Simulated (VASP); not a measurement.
Wanted: the native input for a VASP 6.6.1 run.

| Item | Value |
| --- | --- |
| Task | single point |
| Functional | PBE |
| Potentials or basis | VASP PAW PBE potentials, release 64 (Mo_sv, S) |
| Cutoff | 520 eV |
| k mesh | 6 × 6 × 6 |
| Occupations | gaussian, width 0.05 eV |
| Spin | collinear spin, ferromagnetic start |
| Starting moments | [0.49, 0.0] μB |
| Dipole correction | no |
| Further INCAR settings | ALGO = Normal; EDIFF = 1e-06; NBANDS = 21 |

The structure of MoS lies in POSCAR:

```
MoS
1.0
    0.0000000000      2.4805736425      2.4805736425
    2.4805736425      0.0000000000      2.4805736425
    2.4805736425      2.4805736425      0.0000000000
Mo S
1 1
Direct
    0.5000000000      0.5000000000      0.5000000000
    0.0000000000      0.0000000000      0.0000000000
```

The input as run:

INCAR

```
SYSTEM = MoS
PREC = Accurate ; ENCUT = 520
EDIFF = 1E-6 ; ISMEAR = 0
SIGMA = 0.05 ; LREAL = .False.
LASPH = .True. ; NELM = 150
ALGO = Normal ; ISIF = 2
LWAVE = .False. ; LCHARG = .False.
ISPIN = 2 ; MAGMOM = 0.49 0
LORBIT = 11 ; LMAXMIX = 4
GGA = PE ; NBANDS = 21
```

KPOINTS

```
regular mesh
0
Gamma
  6 6 6
  0 0 0
```

Potentials or basis: VASP PAW PBE potentials, release 64 (Mo_sv, S).

The run is started by

```bash
$ cat potpaw_PBE.64/Mo_sv/POTCAR potpaw_PBE.64/S/POTCAR > POTCAR
$ mpirun -np 1 vasp_std > vasp.out
```

Results of the run:

The pressure is 0.0 GPa, the net moment is 0.56 μB per cell and the site moments are Mo +0.52; S -0.01 μB. The valence electrons inside the program's atomic spheres are Mo 12.39; S 3.71.

Caveat: the k points lie up to 0.37 Å⁻¹ apart.

Run time: 10 s on 1 thread of Intel(R) Xeon(R) 6975P-C (Granite Rapids), with other jobs on the host, peak memory 0.17 GiB.
